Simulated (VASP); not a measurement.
# PbSe (I4/mmm) in VASP: further runs

The runs below take PbSe through single point, with PBE, r2SCAN.

Everything below comes from runs of VASP 6.6.1. Logs are shortened: lines on timing, memory, paths and dates and some standing lists are left out, and cuts for length are marked.

### 1 The cell of the first run

It takes space group I4/mmm (No. 139, tetragonal). Conventional cell: a = 4.455 Å, b = 4.455 Å, c = 6.152 Å, α = 90.00°, β = 90.00°, γ = 90.00°. Pb (site symmetry 4/mmm) has 6 Se at 3.08 to 3.15 Å within 4.0 Å. Se (site symmetry 4/mmm) has 6 Pb at 3.08 to 3.15 Å within 4.0 Å.

### 2 Single point, PBE (epitaxial xy strain +2.0%)

Contents of INCAR:

```
ALGO = Normal
EDIFF = 1E-6
ENCUT = 520
GGA = PE
ISIF = 2
ISMEAR = -1
LASPH = True
LCHARG = True
LELF = True
LREAL = False
LVHAR = True
LWAVE = False
NBANDS = 17
NELM = 60
PREC = Accurate
SIGMA = 0.02
```

Contents of KPOINTS:

```
k-points
0
Gamma
  8 8 8
```

Contents of POSCAR:

```
PbSe
1.0
    0.0000000000      3.1498585169      3.0760207912
    3.1498585169      0.0000000000      3.0760207912
    3.1498585169      3.1498585169      0.0000000000
Pb Se
1 1
Direct
    0.0000000000      0.0000000000      0.0000000000
    0.5000000000      0.5000000000      0.5000000000
```

Potentials or basis: VASP PAW PBE potentials, release 64 (Pb_d, Se).

Run with:

```sh
> cat potpaw_PBE.64/Pb_d/POTCAR potpaw_PBE.64/Se/POTCAR > POTCAR
> mpirun -np 1 vasp_std > vasp.out
```

OUTCAR:

```text
EDIFF = 1E-6
   ENCUT = 520
   GGA = PE
   ISIF = 2
   ISMEAR = -1
   LASPH = True
   LREAL = False
   NELM = 60
   PREC = Accurate

 ion  position               nearest neighbor table
   1  0.000  0.000  0.000-   2 3.08   2 3.08   2 3.15   2 3.15   2 3.15   2 3.15
   2  0.500  0.500  0.500-   1 3.08   1 3.08   1 3.15   1 3.15   1 3.15   1 3.15

  LATTYP: Found a body centered tetragonal cell.
 ALAT       =     4.4545726342
 C/A-ratio  =     1.3810621327

  Lattice vectors:

 A1 = (   0.0000000000,  -3.1498585169,  -3.0760207912)
 A2 = (   0.0000000000,   3.1498585169,  -3.0760207912)
 A3 = (   3.1498585169,   0.0000000000,   3.0760207912)

Analysis of symmetry for initial positions (statically):
=====================================================================
 Subroutine PRICEL returns:
 Original cell was already a primitive cell.

 Routine SETGRP: Setting up the symmetry group for a
 body centered tetragonal supercell.

 Subroutine GETGRP returns: Found 16 space group operations
 (whereof 16 operations were pure point group operations)
 out of a pool of 16 trial point group operations.

The static configuration has the point symmetry D_4h.

Analysis of symmetry for dynamics (positions and initial velocities):
=====================================================================
 Subroutine PRICEL returns:
 Original cell was already a primitive cell.

 Routine SETGRP: Setting up the symmetry group for a
 body centered tetragonal supercell.

 Subroutine GETGRP returns: Found 16 space group operations
 (whereof 16 operations were pure point group operations)
 out of a pool of 16 trial point group operations.

The dynamic configuration has the point symmetry D_4h.

 Subroutine INISYM returns: Found 16 space group operations
 (whereof 16 operations are pure point group operations),
 and found     1 'primitive' translations

----------------------------------------------------------------------------------------

                                     Primitive cell

  volume of cell :      61.0381

  direct lattice vectors                    reciprocal lattice vectors
     0.000000000  3.149858517  3.076020791    -0.158737288  0.158737288  0.162547666
     3.149858517  0.000000000  3.076020791     0.158737288 -0.158737288  0.162547666
     3.149858517  3.149858517  0.000000000     0.158737288  0.158737288 -0.162547666

  length of vectors
     4.402671074  4.402671074  4.454572634     0.277158433  0.277158433  0.277158433

  position of ions in fractional coordinates (direct lattice)
     0.000000000  0.000000000  0.000000000
     0.500000000  0.500000000  0.500000000

  ion indices of the primitive-cell ions
   primitive index   ion index
                 1           1
                 2           2

----------------------------------------------------------------------------------------

 KPOINTS: k-points

Automatic generation of k-mesh.
 Grid dimensions read from file:
 generate k-points for:    8    8    8

 Generating k-lattice:

  Cartesian coordinates                     Fractional coordinates (reciprocal lattice)
    -0.019842161  0.019842161  0.020318458     0.125000000  0.000000000  0.000000000
     0.019842161 -0.019842161  0.020318458     0.000000000  0.125000000  0.000000000
     0.019842161  0.019842161 -0.020318458    -0.000000000 -0.000000000  0.125000000

  Length of vectors
     0.034644804  0.034644804  0.034644804

  Shift w.r.t. Gamma in fractional coordinates (k-lattice)
     0.000000000  0.000000000  0.000000000

 Subroutine IBZKPT returns following result:
 ===========================================

 Found     59 irreducible k-points:

 Following reciprocal coordinates:
            Coordinates               Weight
  0.000000  0.000000  0.000000      1.000000
  0.125000 -0.000000  0.000000      8.000000
  0.250000 -0.000000  0.000000      8.000000
  0.375000 -0.000000  0.000000      8.000000
  0.500000 -0.000000  0.000000      4.000000
  0.125000  0.125000  0.000000      2.000000
[... 16 lines left out ...]
  0.250000 -0.000000  0.125000     16.000000
  0.375000  0.000000  0.125000     16.000000
 [... further k-points ...]
   k-points           NKPTS =     59   k-points in BZ     NKDIM =     59   number of bands    NBANDS=     17
   number of dos      NEDOS =    301   number of ions     NIONS =      2
   total plane-waves  NPLWV =  46656
   dimension x,y,z NGX =    36 NGY =   36 NGZ =   36
   dimension x,y,z NGXF=    72 NGYF=   72 NGZF=   72
   ions per type =               1   1
   NGX,Y,Z   is equivalent  to a cutoff of  13.59, 13.59, 13.44 a.u.
   NGXF,Y,Z  is equivalent  to a cutoff of  27.19, 27.19, 26.87 a.u.
 SYSTEM =  unknown system
   PREC   = accura    normal or accurate (medium, high low for compatibility)
   ISTART =      0    job   : 0-new  1-cont  2-samecut
   ICHARG =      2    charge: 1-file 2-atom 10-const
   ISPIN  =      1    spin polarized calculation?
   LNONCOLLINEAR =      F non collinear calculations
   LSORBIT =      F    spin-orbit coupling
   LASPH  =      T    aspherical Exc in radial PAW
   ENCUT  =  520.0 eV  38.22 Ry    6.18 a.u.   8.19  8.19  8.28*2*pi/ulx,y,z
   NELM   =     60;   NELMIN=  2; NELMDL= -5     # of ELM steps
   EDIFF  = 0.1E-05   stopping-criterion for ELM
   LREAL  =      F    real-space projection
   EDIFFG = 0.1E-04   stopping-criterion for IOM
   NSW    =      0    number of steps for IOM
   IBRION =     -1    ionic relax: 0-MD 1-quasi-New 2-CG
   NFREE  =      0    steps in history (QN), initial steepest desc. (CG)
   ISIF   =      2    stress and relaxation
   ISYM   =      2    0-nonsym 1-usesym 2-fastsym
   POTIM  = 0.5000    time-step for ionic-motion
   TEBEG  =    0.0;   TEEND  =   0.0 temperature during run
   PSTRESS=    0.0 pullay stress
   NELECT =      20.0000    total number of electrons
   NUPDOWN=      -1.0000    fix difference up-down
   EMIN   =  10.00;   EMAX   =-10.00  energy-range for DOS
   EFERMI =   0.00;   METHOD = LEGACY
   ISMEAR =    -1;   SIGMA  =   0.02  broadening in eV -4-tet -1-fermi 0-gaus
   EFERMI_NEDOS =   21; number of points for ismear=-14 and -15
   IALGO  =     38    algorithm
   IMIX   =      4    mixing-type and parameters
     AMIX     =   0.40;   BMIX     =  1.00
     AMIX_MAG =   1.60;   BMIX_MAG =  1.00
  volume/ion in A,a.u.               =      30.52       205.95
  Fermi-wavevector in a.u.,A,eV,Ry     =   1.128629  2.132799 17.331135  1.273802
  Thomas-Fermi vector in A             =   2.265319
   LORBIT       =      0    0 simple, 1 ext, 2 COOP (PROOUT), +10 PAW based schemes
   GGA     = PE    functional components
   LHFCALC =     F    Hartree Fock is set to
   AEXX    =    0.0000 exact exchange contribution
   IVDW    =     0    specifies the selected vdW correction
   LEPSILON=     F    determine dielectric tensor
   LRPA    =     F    only Hartree local field effects (RPA)
 non-spin polarized calculation
  energy-cutoff  :      520.00
  volume of cell :       61.04
 maximum number of plane-waves:      1668
 NGX is ok and might be reduce to    36
   NGX = 17   NGY = 17   NGZ = 17

 number of electron      20.0000001 magnetization

 Free energy of the ion-electron system (eV)
  ---------------------------------------------------
  ext. energy  EPLUGINS =         0.00000000
  ---------------------------------------------------
  free energy    TOTEN  =        -8.18974944 eV

  energy without entropy =       -8.18974938  energy(sigma->0) =       -8.18974941

 E-fermi :   4.5225     XC(G=0):  -9.2440

 val. band max:        4.2887493307   @ k =   0.5000  -0.0000   0.0000
 cond. band min:       4.7562340538   @ k =   0.5000  -0.0000   0.0000
 fundamental gap:      0.4674847231
 Fermi energy:         4.5224914479

 k-point     1 :       0.0000    0.0000    0.0000
  band No.  band energies     occupation
      1     -12.4337      2.00000
      2     -12.4289      2.00000
      3     -12.4251      2.00000
      4     -12.4251      2.00000
      5     -12.4146      2.00000
      6      -8.7686      2.00000
[... 9 lines left out ...]
     16      11.0623      0.00000
     17      12.2650      0.00000

 k-point     2 :       0.1250   -0.0000    0.0000
  band No.  band energies     occupation
      1     -12.4324      2.00000
      2     -12.4308      2.00000
      3     -12.4238      2.00000
      4     -12.4216      2.00000
      5     -12.4159      2.00000
      6      -8.6633      2.00000
[... 9 lines left out ...]
     16      11.3257      0.00000
     17      13.3001      0.00000

 k-point     3 :       0.2500   -0.0000    0.0000
  band No.  band energies     occupation
      1     -12.4366      2.00000
      2     -12.4318      2.00000
      3     -12.4247      2.00000
      4     -12.4128      2.00000
      5     -12.4120      2.00000
      6      -8.3769      2.00000
[... 9 lines left out ...]
     16      12.1292      0.00000
     17      15.1166      0.00000

 k-point     4 :       0.3750   -0.0000    0.0000
  band No.  band energies     occupation
      1     -12.4424      2.00000
      2     -12.4354      2.00000
      3     -12.4254      2.00000
      4     -12.4056      2.00000
      5     -12.4023      2.00000
      6      -8.0230      2.00000
[... 9 lines left out ...]
     16      13.4039      0.00000
     17      15.4985      0.00000
[... 343 lines left out ...]
      1     -12.4344      2.00000
      2     -12.4295      2.00000
      3     -12.4270      2.00000
      4     -12.4198      2.00000
      5     -12.4147      2.00000
      6      -8.6303      2.00000
[... 9 lines left out ...]
     16      11.9311      0.00000
     17      12.8347      0.00000

 k-point    23 :       0.2500   -0.0000    0.1250
  band No.  band energies     occupation
      1     -12.4426      2.00000
      2     -12.4279      2.00000
      3     -12.4249      2.00000
      4     -12.4172      2.00000
      5     -12.4101      2.00000
      6      -8.4049      2.00000
[... 9 lines left out ...]
     16      12.7340      0.00000
     17      14.0319      0.00000

 k-point    24 :       0.3750    0.0000    0.1250
  band No.  band energies     occupation
      1     -12.4498      2.00000
      2     -12.4293      2.00000
      3     -12.4240      2.00000
      4     -12.4127      2.00000
      5     -12.4022      2.00000
      6      -8.0682      2.00000
[... 9 lines left out ...]
     16      13.8914      0.00000
     17      15.3677      0.00000

 [... further k-points ...]

------------------------ aborting loop because EDIFF is reached ----------------------------------------

  FORCE on cell =-STRESS in cart. coord.  units (eV):
  Direction    XX          YY          ZZ          XY          YZ          ZX
  --------------------------------------------------------------------------------------
  -------------------------------------------------------------------------------------
  Total       -0.5523835     -0.5523835      0.3533858      0.0000000      0.0000000      0.0000000
  in kB      -14.4993966    -14.4993966      9.2759495      0.0000000      0.0000000      0.0000000
  external PRESSURE =      -6.5742813 kB  Pullay stress =       0.0000000 kB

 VOLUME and BASIS-vectors are now :
 -----------------------------------------------------------------------------
  energy-cutoff  :      520.00
  volume of cell :       61.04
      direct lattice vectors                 reciprocal lattice vectors
     0.000000000  3.149858517  3.076020791    -0.158737288  0.158737288  0.162547666
     3.149858517  0.000000000  3.076020791     0.158737288 -0.158737288  0.162547666
     3.149858517  3.149858517  0.000000000     0.158737288  0.158737288 -0.162547666

 POSITION                                       TOTAL-FORCE (eV/Angst)
 -----------------------------------------------------------------------------------
      0.00000      0.00000      0.00000        -0.000000      0.000000      0.000000
      3.14986      3.14986      3.07602         0.000000     -0.000000      0.000000
 -----------------------------------------------------------------------------------
    total drift:                                0.000000      0.000000      0.000000

  FREE ENERGIE OF THE ION-ELECTRON SYSTEM (eV)
  ---------------------------------------------------
  free  energy   TOTEN  =        -8.1897494417 eV

  energy  without entropy=       -8.1897493750  energy(sigma->0) =       -8.18974941
```

It took 1.8 min on 1 thread of Intel Xeon 8259CL, shared host; peak memory 0.24 GiB.

What came out:

* Free energy: -8.1897 eV
* Pressure: -0.7 GPa
* Band gap on the k mesh: 0.47 eV

Stress tensor (GPa, compression positive):
```
-1.45  0.00  0.00
 0.00 -1.45  0.00
 0.00  0.00  0.93
```

Levels at points of the mesh, in eV from the valence-band top:
| k point | band 7 | band 8 | band 9 | band 10 | band 11 | band 12 | band 13 | band 14 |
| --- | --- | --- | --- | --- | --- | --- | --- | --- |
| (0.00, 0.00, 0.00) | -6.37 | -1.71 | -1.50 | -1.50 | 4.43 | 4.43 | 4.95 | 6.63 |
| (0.50, 0.00, 0.00) | -8.44 | -1.23 | -1.19 | 0.00 | 0.47 | 1.79 | 1.92 | 8.50 |
| (0.50, 0.50, 0.00) | -7.31 | -4.48 | -2.85 | -2.85 | 3.93 | 5.33 | 5.33 | 6.01 |
| (0.50, 0.00, 0.50) | -7.22 | -4.43 | -2.93 | -2.69 | 4.02 | 5.19 | 5.71 | 5.72 |

Caveat: the cell differs from its parent crystal (epitaxial xy strain +2.0%); spin-orbit coupling is left out, which moves the levels of the heavy elements. A k mesh can miss the band edges.

### 3 Single point, r2SCAN (epitaxial xy strain +2.0%)

POSCAR is that of step 2.

Contents of INCAR.step1:

```
SYSTEM = PbSe
PREC = Accurate
ENCUT = 520
ISMEAR = 0
SIGMA = 0.01
LREAL = .FALSE.
LASPH = .TRUE.
NELM = 60
NBANDS = 17
GGA = PE
ALGO = Normal
EDIFF = 1E-4
LWAVE = .TRUE.
LCHARG = .FALSE.
```

Contents of INCAR.step2:

```
SYSTEM = PbSe
PREC = Accurate
ENCUT = 520
EDIFF = 1E-6
ISMEAR = 0
SIGMA = 0.01
LREAL = .FALSE.
LASPH = .TRUE.
NELM = 60
ALGO = Normal
ISIF = 2
LWAVE = .FALSE.
LCHARG = .FALSE.
METAGGA = R2SCAN
LMIXTAU = .TRUE.
NBANDS = 17
ISTART = 1
```

Contents of KPOINTS:

```
regular mesh
0
G
  8 8 8
  0 0 0
```

Potentials or basis: VASP PAW PBE potentials, release 64 (Pb_d, Se).

Run with:

```sh
> cat potpaw_PBE.64/Pb_d/POTCAR potpaw_PBE.64/Se/POTCAR > POTCAR
> cp INCAR.step1 INCAR
> mpirun -np 1 vasp_std > vasp.out
> cp INCAR.step2 INCAR
> mpirun -np 1 vasp_std > vasp.out
```

It took 6.9 min on 1 thread of Intel Xeon 8259CL, shared host; peak memory 0.25 GiB.

Results (log left out):

| Property | Result |
| --- | --- |
| Free energy | -71.9217 eV |
| Pressure | -1.6 GPa |
| Band gap on the k mesh | 0.76 eV |

Stress tensor (GPa, compression positive):
```
-2.40  0.00  0.00
 0.00 -2.40  0.00
 0.00  0.00  0.01
```

Levels at points of the mesh, in eV from the valence-band top:
```tsv
k point	band 8	band 9	band 10	band 11	band 12	band 13
(0.00, 0.00, 0.00)	-1.84	-1.63	-1.63	4.76	4.76	5.30
(0.50, 0.00, 0.00)	-1.35	-1.30	0.00	0.76	2.03	2.15
(0.50, 0.50, 0.00)	-4.63	-2.98	-2.98	4.25	5.70	5.70
(0.50, 0.00, 0.50)	-4.57	-3.07	-2.82	4.35	5.55	6.11
```

Caveat: the cell differs from its parent crystal (epitaxial xy strain +2.0%); the PAW data sets were made with another functional, which shifts forces and pressure a little; spin-orbit coupling is left out, which moves the levels of the heavy elements. A k mesh can miss the band edges.

### 4 Single point, r2SCAN (biaxial xy strain +2.4%)

Contents of POSCAR:

```
PbSe
1.0
    0.0000000000      3.1634488067      3.0887022131
    3.1634488067      0.0000000000      3.0887022131
    3.1634488067      3.1634488067      0.0000000000
Pb Se
1 1
Direct
    0.0000000000      0.0000000000      0.0000000000
    0.5000000000      0.5000000000      0.5000000000
```

Changes to INCAR.step1 since step 3:

```diff
@@ -7,3 +7,3 @@
 LASPH = .TRUE.
-NELM = 60
+NELM = 100
 NBANDS = 17
```

Contents of INCAR.step2:

```
SYSTEM = PbSe
PREC = Accurate
ENCUT = 520
EDIFF = 1E-7
ISMEAR = 0
SIGMA = 0.01
LREAL = .FALSE.
LASPH = .TRUE.
NELM = 100
ALGO = Normal
ISIF = 2
LWAVE = .FALSE.
LCHARG = .TRUE.
METAGGA = R2SCAN
LMIXTAU = .TRUE.
LELF = .TRUE.
LVHAR = .TRUE.
NBANDS = 17
ISTART = 1
```

KPOINTS is that of step 3.

Run with:

```sh
> cat potpaw_PBE.64/Pb_d/POTCAR potpaw_PBE.64/Se/POTCAR > POTCAR
> cp INCAR.step1 INCAR
> mpirun -np 1 vasp_std > vasp.out
> cp INCAR.step2 INCAR
> mpirun -np 1 vasp_std > vasp.out
```

It took 8.8 min on 1 thread of Intel Xeon 8259CL, shared host; peak memory 0.26 GiB.

Results (log left out):

```yaml
Free_energy: -71.9127 eV
Pressure: -2.1 GPa
Band_gap_on_the_k_mesh: 0.80 eV
```

Stress tensor (GPa, compression positive):
```
-2.90  0.00  0.00
 0.00 -2.90  0.00
 0.00  0.00 -0.62
```

Levels at points of the mesh, in eV from the valence-band top:
```csv
k point,band 6,band 7,band 8,band 9,band 10,band 11,band 12,band 13,band 14,band 15
"(0.00, 0.00, 0.00)",-13.47,-6.43,-1.78,-1.56,-1.56,4.74,4.74,5.27,7.12,7.12
"(0.50, 0.00, 0.00)",-12.54,-8.61,-1.29,-1.25,0.00,0.80,2.06,2.18,9.01,10.49
"(0.50, 0.50, 0.00)",-12.19,-7.45,-4.52,-2.90,-2.90,4.31,5.66,5.66,6.39,11.70
"(0.50, 0.00, 0.50)",-12.28,-7.35,-4.46,-2.98,-2.73,4.41,5.51,6.06,6.08,11.50
```

Caveat: the cell differs from its parent crystal (biaxial xy strain +2.4%); the PAW data sets were made with another functional, which shifts forces and pressure a little; spin-orbit coupling is left out, which moves the levels of the heavy elements. A k mesh can miss the band edges.

### 5 The runs side by side

| level | cell | smearing | gap on the mesh (eV) | pressure (GPa) |
| --- | --- | --- | --- | --- |
| PBE | a = 4.403, b = 4.403, c = 4.455 Å, angles 59.6, 59.6, 60.8°, 2 atoms | fermi-dirac 0.02 eV | 0.47 | -0.7 |
| r2SCAN | a = 4.403, b = 4.403, c = 4.455 Å, angles 59.6, 59.6, 60.8°, 2 atoms | gaussian 0.01 eV | 0.76 | -1.6 |
| r2SCAN | a = 4.421, b = 4.421, c = 4.474 Å, angles 59.6, 59.6, 60.8°, 2 atoms | gaussian 0.01 eV | 0.80 | -2.1 |

Alike in all rows: task single point; potentials or basis VASP PAW PBE potentials, release 64 (Pb_d, Se); no spin polarisation; k mesh 8 × 8 × 8; cutoff (eV) 520.

Caveats: spin-orbit coupling is left out, which moves the levels of the heavy elements; the PAW data sets were made with another functional, which shifts forces and pressure a little (at least some runs).

Absolute energies hang on the potentials; compare differences alone.
